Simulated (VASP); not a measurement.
Input of a VASP 6.6.1 run:

The input INCAR:

```
  PREC = Accurate
  ENCUT = 520
  EDIFF = 1E-8
  ISMEAR = -1
  SIGMA = 0.03
  LREAL = False
  LASPH = True
  NELM = 100
  ALGO = Normal
  ISIF = 2
  LWAVE = False
  LCHARG = False
  GGA = PE
  LEFG = True
  NBANDS = 16
```

The input KPOINTS:

```
Automatic mesh
0
Gamma
  8 8 8
```

Contents of POSCAR:

```
CdSe
1.0
   -0.0614054240      3.0395684866      3.0395684866
    3.0395684866     -0.0614054240      3.0395684866
    3.0395684866      3.0395684866     -0.0614054240
Cd Se
1 1
Direct
    0.0000000000      0.0000000000      0.0000000000
    0.2500000000      0.2500000000      0.2500000000
```

Potentials or basis: VASP PAW PBE potentials, release 64 (Cd, Se).

Launch:

```sh
$ cat potpaw_PBE.64/Cd/POTCAR potpaw_PBE.64/Se/POTCAR > POTCAR
$ mpirun -np 1 vasp_std > vasp.out
```

Problem. Predict the band gap on the k mesh.

Solution. 0.52 eV, direct.

Problem. Estimate the largest force.

Solution. 0.236 eV/Å.

Problem. What does it give for the pressure?

Solution. 1.7 GPa.

Forces on the atoms (eV/Å):
```
Cd  -0.136 -0.136 -0.136
Se   0.136  0.136  0.136
```

Caveat: the cell differs from its parent crystal (equal xy, yz and zx shear strains of -2 %); without QUAD_EFG the Cq values of the log hold for a quadrupole moment of 1 mb, not for the nuclei.
